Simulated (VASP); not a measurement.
Set up this calculation in VASP 6.6.1, as the native input.

| Item | Value |
| --- | --- |
| Task | relaxation of cell and atoms |
| Functional | PBE |
| Potentials or basis | VASP PAW PBE potentials, release 64 (Sc_sv, In_d, Se) |
| Cutoff | 600 eV |
| k mesh | 4 × 4 × 2 |
| Occupations | gaussian, width 0.2 eV |
| Spin | no spin polarisation |
| Dipole correction | no |
| Further INCAR settings | ALGO = Normal; EDIFF = 1e-06; IBRION = 2; EDIFFG = -0.08; NSW = 36; ISIF = 3 |

The structure of ScIn2Se2 lies in POSCAR:

```
ScIn2Se2
1.0
    4.7142039500      0.0000000000      0.0000000000
   -2.3571019800      4.0826203800      0.0000000000
    0.0000000000      0.0000000000      7.4702731300
Sc In Se
1 2 2
Direct
    0.0000000000      0.0000000000      0.0000000000
    0.6666666700      0.3333333300      0.3571271600
    0.3333333300      0.6666666700      0.6428728400
    0.6666666700      0.3333333300      0.7379049700
    0.3333333300      0.6666666700      0.2620950300
```

The cell was built from a structure type or drawn by symmetry, and may not be a known phase.

The input as run:

INCAR

```
PREC     = Accurate       # precision mode
ENCUT    = 600            # plane-wave cutoff, eV
EDIFF    = 1E-6           # SCF threshold, eV
ISMEAR   = 0              # smearing method
SIGMA    = 0.2            # smearing width, eV
LREAL    = False          # projectors in reciprocal space
LASPH    = True           # aspherical terms in the spheres
NELM     = 100            # most SCF steps
ALGO     = Normal         # electronic algorithm
ISIF     = 3              # what is computed and relaxed
LWAVE    = False          # write WAVECAR
LCHARG   = False          # write CHGCAR
GGA      = PE             # functional
IBRION   = 2              # ionic algorithm
NSW      = 36             # ionic steps
EDIFFG   = -0.08          # ionic threshold
```

KPOINTS

```
regular mesh
0
Gamma
  4 4 2
```

Potentials or basis: VASP PAW PBE potentials, release 64 (Sc_sv, In_d, Se).

Command:

```console
$ cat potpaw_PBE.64/Sc_sv/POTCAR potpaw_PBE.64/In_d/POTCAR potpaw_PBE.64/Se/POTCAR > POTCAR
$ mpirun -np 1 vasp_std > vasp.out
```

It gave:

The relaxed volume is 26.62 Å³/atom, the relaxed cell is a = 3.946 Å, b = 3.946 Å, c = 9.870 Å, α = 90.00°, β = 90.00°, γ = 120.00° and the space group after relaxing (to 0.1 Å) is P-3m1 (No. 164). The energy gained by relaxing is 769.8 meV/atom, the ionic steps are 21 and the pressure after relaxing is -0.2 GPa. The largest force after relaxing is 0.066 eV/Å and the band gap on the k mesh is zero (an odd number of electrons rules out a gap without spin polarisation).

Caveat: the k points lie up to 0.46 Å⁻¹ apart in the final cell, too coarse for converged energies and pressures of a metal; a cell axis changed by over 15 % at a fixed basis, so the end point is rough; spin-orbit coupling is left out, which moves the levels of the heavy elements; the relaxation stopped at a loose force limit of 0.08 eV/Å, so its end isn't a converged minimum.

It took 6.7 min on 1 thread of Intel(R) Xeon(R) 6975P-C (Granite Rapids), with other jobs on the host, peak memory 0.33 GiB.
